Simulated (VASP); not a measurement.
# V (Pm-3m) in VASP: a series of runs

V is run at these levels: r2SCAN; tasks: single point.

Program: VASP 6.6.1. These are calculated values, not measurements. Logs are shortened: lines on timing, memory, paths and dates and some standing lists are left out, and cuts for length are marked.

## Step 1: The cell of the first run

The structure is cubic, space group Pm-3m (No. 221). The conventional cell has a = 2.425 Å, b = 2.425 Å, c = 2.425 Å, α = 90.00°, β = 90.00°, γ = 90.00°. V (site symmetry m-3m) has 6 V at 2.42 Å within 3.2 Å.

This isn't the form of V at room conditions, which is bcc.

## Step 2: Single point, r2SCAN, collinear spin, ferromagnetic start

POSCAR reads:

```
V
1.0
    2.4248810340      0.0000000000      0.0000000000
    0.0000000000      2.4248810340      0.0000000000
    0.0000000000      0.0000000000      2.4248810340
V
1
Direct
    0.0000000000      0.0000000000      0.0000000000
```

INCAR.step1 reads:

```
SYSTEM = V
PREC     = Accurate       ! precision mode
ENCUT    = 520            ! plane-wave cutoff, eV
ISMEAR   = -1             ! smearing method
SIGMA    = 0.05           ! smearing width, eV
LREAL    = .FALSE.        ! projectors in reciprocal space
LASPH    = .TRUE.         ! aspherical terms in the spheres
NELM     = 150            ! most SCF steps
ISPIN    = 2              ! spin polarisation
MAGMOM   = 1              ! initial moments
LMAXMIX  = 4              ! l up to which the mixer works
NBANDS   = 16             ! bands
GGA      = PE             ! functional
ALGO     = Normal         ! electronic algorithm
EDIFF    = 1E-4           ! SCF threshold, eV
LWAVE    = .TRUE.         ! write WAVECAR
LCHARG   = .FALSE.        ! write CHGCAR
```

INCAR.step2 reads:

```
SYSTEM = V
PREC     = Accurate       ! precision mode
ENCUT    = 520            ! plane-wave cutoff, eV
EDIFF    = 1E-6           ! SCF threshold, eV
ISMEAR   = -1             ! smearing method
SIGMA    = 0.05           ! smearing width, eV
LREAL    = .FALSE.        ! projectors in reciprocal space
LASPH    = .TRUE.         ! aspherical terms in the spheres
NELM     = 150            ! most SCF steps
ALGO     = Normal         ! electronic algorithm
ISIF     = 2              ! what is computed and relaxed
LWAVE    = .FALSE.        ! write WAVECAR
LCHARG   = .FALSE.        ! write CHGCAR
ISPIN    = 2              ! spin polarisation
MAGMOM   = 1              ! initial moments
LORBIT   = 11             ! projections on sites
LMAXMIX  = 4              ! l up to which the mixer works
METAGGA  = R2SCAN         ! meta-GGA
LMIXTAU  = .TRUE.       
NBANDS   = 16             ! bands
ISTART   = 1
```

KPOINTS reads:

```
regular mesh
0
G
  13 13 13
  0 0 0
```

Potentials or basis: VASP PAW PBE potentials, release 64 (V_sv).

Command:

```
> cat potpaw_PBE.64/V_sv/POTCAR > POTCAR
> cp INCAR.step1 INCAR
> mpirun -np 1 vasp_std > vasp.out
> cp INCAR.step2 INCAR
> mpirun -np 1 vasp_std > vasp.out
```

OUTCAR:

```text
SYSTEM = V
   PREC = Accurate
   ENCUT = 520
   EDIFF = 1E-6
   ISMEAR = -1
   LREAL = .FALSE.
   LASPH = .TRUE.
   NELM = 150
   ISIF = 2
   ISPIN = 2
   LORBIT = 11
   METAGGA = R2SCAN
   ISTART = 1

 ion  position               nearest neighbor table
   1  0.000  0.000  0.000-

  LATTYP: Found a simple cubic cell.
 ALAT       =     2.4248810340

  Lattice vectors:

 A1 = (   2.4248810340,   0.0000000000,   0.0000000000)
 A2 = (   0.0000000000,   2.4248810340,   0.0000000000)
 A3 = (   0.0000000000,   0.0000000000,   2.4248810340)

Analysis of symmetry for initial positions (statically):
=====================================================================
 Subroutine PRICEL returns:
 Original cell was already a primitive cell.

 Routine SETGRP: Setting up the symmetry group for a
 simple cubic supercell.

 Subroutine GETGRP returns: Found 48 space group operations
 (whereof 48 operations were pure point group operations)
 out of a pool of 48 trial point group operations.

The static configuration has the point symmetry O_h .

Analysis of symmetry for dynamics (positions and initial velocities):
=====================================================================
 Subroutine PRICEL returns:
 Original cell was already a primitive cell.

 Routine SETGRP: Setting up the symmetry group for a
 simple cubic supercell.

 Subroutine GETGRP returns: Found 48 space group operations
 (whereof 48 operations were pure point group operations)
 out of a pool of 48 trial point group operations.

The dynamic configuration has the point symmetry O_h .

Analysis of structural, dynamic, and magnetic symmetry:
=====================================================================
 Subroutine PRICEL returns:
 Original cell was already a primitive cell.

 Routine SETGRP: Setting up the symmetry group for a
 simple cubic supercell.

 Subroutine GETGRP returns: Found 48 space group operations
 (whereof 48 operations were pure point group operations)
 out of a pool of 48 trial point group operations.

The overall configuration has the point symmetry O_h .

 Subroutine INISYM returns: Found 48 space group operations
 (whereof 48 operations are pure point group operations),
 and found     1 'primitive' translations

----------------------------------------------------------------------------------------

                                     Primitive cell

  volume of cell :      14.2584

  direct lattice vectors                    reciprocal lattice vectors
     2.424881034  0.000000000  0.000000000     0.412391365  0.000000000  0.000000000
     0.000000000  2.424881034  0.000000000     0.000000000  0.412391365  0.000000000
     0.000000000  0.000000000  2.424881034     0.000000000  0.000000000  0.412391365

  length of vectors
     2.424881034  2.424881034  2.424881034     0.412391365  0.412391365  0.412391365

  position of ions in fractional coordinates (direct lattice)
     0.000000000  0.000000000  0.000000000

  ion indices of the primitive-cell ions
   primitive index   ion index
                 1           1

----------------------------------------------------------------------------------------

 KPOINTS: regular mesh

Automatic generation of k-mesh.
 Grid dimensions read from file:
 generate k-points for:   13   13   13

 Generating k-lattice:

  Cartesian coordinates                     Fractional coordinates (reciprocal lattice)
     0.031722413  0.000000000  0.000000000     0.076923077  0.000000000  0.000000000
     0.000000000  0.031722413  0.000000000     0.000000000  0.076923077  0.000000000
     0.000000000  0.000000000  0.031722413     0.000000000  0.000000000  0.076923077

  Length of vectors
     0.031722413  0.031722413  0.031722413

  Shift w.r.t. Gamma in fractional coordinates (k-lattice)
     0.000000000  0.000000000  0.000000000

 Subroutine IBZKPT returns following result:
 ===========================================

 Found     84 irreducible k-points:

 Following reciprocal coordinates:
            Coordinates               Weight
  0.000000  0.000000  0.000000      1.000000
  0.076923  0.000000  0.000000      6.000000
  0.153846  0.000000  0.000000      6.000000
  0.230769  0.000000  0.000000      6.000000
  0.307692  0.000000  0.000000      6.000000
  0.384615  0.000000  0.000000      6.000000
[... 16 lines left out ...]
  0.307692  0.307692  0.000000     12.000000
  0.384615  0.307692  0.000000     24.000000
 [... further k-points ...]
   k-points           NKPTS =     84   k-points in BZ     NKDIM =     84   number of bands    NBANDS=     16
   number of dos      NEDOS =    301   number of ions     NIONS =      1
   total plane-waves  NPLWV =   5832
   dimension x,y,z NGX =    18 NGY =   18 NGZ =   18
   dimension x,y,z NGXF=    36 NGYF=   36 NGZF=   36
   ions per type =               1
   NGX,Y,Z   is equivalent  to a cutoff of  12.34, 12.34, 12.34 a.u.
   NGXF,Y,Z  is equivalent  to a cutoff of  24.68, 24.68, 24.68 a.u.
 SYSTEM =  V
   PREC   = accura    normal or accurate (medium, high low for compatibility)
   ISTART =      1    job   : 0-new  1-cont  2-samecut
   ICHARG =      0    charge: 1-file 2-atom 10-const
   ISPIN  =      2    spin polarized calculation?
   LNONCOLLINEAR =      F non collinear calculations
   LSORBIT =      F    spin-orbit coupling
   LASPH  =      T    aspherical Exc in radial PAW
   ENCUT  =  520.0 eV  38.22 Ry    6.18 a.u.   4.51  4.51  4.51*2*pi/ulx,y,z
   NELM   =    150;   NELMIN=  2; NELMDL=  0     # of ELM steps
   EDIFF  = 0.1E-05   stopping-criterion for ELM
   LREAL  =      F    real-space projection
   EDIFFG = 0.1E-04   stopping-criterion for IOM
   NSW    =      0    number of steps for IOM
   IBRION =     -1    ionic relax: 0-MD 1-quasi-New 2-CG
   NFREE  =      0    steps in history (QN), initial steepest desc. (CG)
   ISIF   =      2    stress and relaxation
   ISYM   =      2    0-nonsym 1-usesym 2-fastsym
   POTIM  = 0.5000    time-step for ionic-motion
   TEBEG  =    0.0;   TEEND  =   0.0 temperature during run
   PSTRESS=    0.0 pullay stress
   NELECT =      13.0000    total number of electrons
   NUPDOWN=      -1.0000    fix difference up-down
   EMIN   =  10.00;   EMAX   =-10.00  energy-range for DOS
   EFERMI =   0.00;   METHOD = LEGACY
   ISMEAR =    -1;   SIGMA  =   0.05  broadening in eV -4-tet -1-fermi 0-gaus
   EFERMI_NEDOS =   21; number of points for ismear=-14 and -15
   IALGO  =     38    algorithm
   IMIX   =      4    mixing-type and parameters
     AMIX     =   0.40;   BMIX     =  1.00
     AMIX_MAG =   1.60;   BMIX_MAG =  1.00
  volume/ion in A,a.u.               =      14.26        96.22
  Fermi-wavevector in a.u.,A,eV,Ry     =   1.587446  2.999837 34.286456  2.519983
  Thomas-Fermi vector in A             =   2.686602
   LORBIT       =     11    0 simple, 1 ext, 2 COOP (PROOUT), +10 PAW based schemes
   METAGGA = R2SCAN    functional components
   LHFCALC =     F    Hartree Fock is set to
   AEXX    =    0.0000 exact exchange contribution
   IVDW    =     0    specifies the selected vdW correction
   LEPSILON=     F    determine dielectric tensor
   LRPA    =     F    only Hartree local field effects (RPA)
 spin polarized calculation
  energy-cutoff  :      520.00
  volume of cell :       14.26
 maximum number of plane-waves:       395
 NGX is ok and might be reduce to    18
   NGX =  9   NGY =  9   NGZ =  9

 number of electron      12.9999976 magnetization      -0.0000159

 number of electron      12.9999976 magnetization       0.0000068

 Free energy of the ion-electron system (eV)
  ---------------------------------------------------
  ext. energy  EPLUGINS =         0.00000000
  ---------------------------------------------------
  free energy    TOTEN  =       -13.26620721 eV

  energy without entropy =      -13.25683709  energy(sigma->0) =      -13.26152215

 E-fermi :   9.2607     XC(G=0): -13.5663

 val. band max:        9.1610215497   @ k =   0.4615   0.3846   0.2308
 cond. band min:       9.2670074240   @ k =   0.3846   0.3846   0.2308
 fundamental gap:      0.1059858743
 Fermi energy:         9.2607176004

 spin component 1

 k-point     1 :       0.0000    0.0000    0.0000
  band No.  band energies     occupation
      1     -57.2409      1.00000
      2     -29.2936      1.00000
      3     -29.2936      1.00000
      4     -29.2936      1.00000
      5       2.3035      1.00000
      6       6.7538      1.00000
[... 8 lines left out ...]
     15      33.6334      0.00000
     16      37.1706      0.00000
[... 419 lines left out ...]
 k-point    24 :       0.3846    0.3077    0.0000
  band No.  band energies     occupation
      1     -56.9492      1.00000
      2     -30.2281      1.00000
      3     -29.9753      1.00000
      4     -29.1336      1.00000
      5       6.1662      1.00000
      6       7.8647      1.00000
[... 8 lines left out ...]
     15      36.9831      0.00000
     16      39.1029      0.00000

 [... further k-points ...]

 spin component 2

 k-point     1 :       0.0000    0.0000    0.0000
  band No.  band energies     occupation
      1     -57.2409      1.00000
      2     -29.2936      1.00000
      3     -29.2936      1.00000
      4     -29.2936      1.00000
      5       2.3035      1.00000
      6       6.7538      1.00000
[... 8 lines left out ...]
     15      33.6334      0.00000
     16      37.1706      0.00000
[... 419 lines left out ...]
 k-point    24 :       0.3846    0.3077    0.0000
  band No.  band energies     occupation
      1     -56.9492      1.00000
      2     -30.2281      1.00000
      3     -29.9753      1.00000
      4     -29.1336      1.00000
      5       6.1662      1.00000
      6       7.8647      1.00000
[... 8 lines left out ...]
     15      36.9831      0.00000
     16      39.1029      0.00000

 [... further k-points ...]

------------------------ aborting loop because EDIFF is reached ----------------------------------------

  FORCE on cell =-STRESS in cart. coord.  units (eV):
  Direction    XX          YY          ZZ          XY          YZ          ZX
  --------------------------------------------------------------------------------------
  -------------------------------------------------------------------------------------
  Total        0.0626623      0.0626623      0.0626623      0.0000000      0.0000000     -0.0000000
  in kB        7.0411800      7.0411800      7.0411800      0.0000000      0.0000000     -0.0000000
  external PRESSURE =       7.0411800 kB  Pullay stress =       0.0000000 kB

 VOLUME and BASIS-vectors are now :
 -----------------------------------------------------------------------------
  energy-cutoff  :      520.00
  volume of cell :       14.26
      direct lattice vectors                 reciprocal lattice vectors
     2.424881034  0.000000000  0.000000000     0.412391365  0.000000000  0.000000000
     0.000000000  2.424881034  0.000000000     0.000000000  0.412391365  0.000000000
     0.000000000  0.000000000  2.424881034     0.000000000  0.000000000  0.412391365

 POSITION                                       TOTAL-FORCE (eV/Angst)
 -----------------------------------------------------------------------------------
      0.00000      0.00000      0.00000         0.000000      0.000000      0.000000
 -----------------------------------------------------------------------------------
    total drift:                               -0.000000      0.000000      0.000000

  FREE ENERGIE OF THE ION-ELECTRON SYSTEM (eV)
  ---------------------------------------------------
  free  energy   TOTEN  =       -13.2662072111 eV

  energy  without entropy=      -13.2568370856  energy(sigma->0) =      -13.26152215

 total charge

# of ion       s       p       d       tot
------------------------------------------
    1        2.349   6.176   3.232  11.757

 magnetization (x)

# of ion       s       p       d       tot
------------------------------------------
    1        0.000   0.000   0.000   0.000
```

It took 72 s on 1 thread of Intel Xeon Platinum 8259CL at 2.50GHz (Skylake/Cascade Lake), shared host; peak memory 0.14 GiB.

What came out:

```
Free energy                                           : -13.2662 eV
Pressure                                              : 0.7 GPa
Net moment                                            : 0.00 μB per cell
Valence electrons inside the program's atomic spheres : V 11.76
```

Levels at points of the mesh, in eV from the Fermi level:
Spin up:
```
           k point  band 3  band 4  band 5  band 6  band 7  band 8  band 9  band 10  band 11  band 12
(0.00, 0.00, 0.00)  -38.55  -38.55   -6.96   -2.51   -2.51    3.89    3.89     3.89    19.58    19.58
```
Spin down:
```csv
k point,band 4,band 5,band 6,band 7,band 8,band 9,band 10,band 11
"(0.00, 0.00, 0.00)",-38.55,-6.96,-2.51,-2.51,3.89,3.89,3.89,19.58
```

Caveat: the PAW data sets were made with another functional, which shifts forces and pressure a little.

(Part 1 of 2 ends here.)
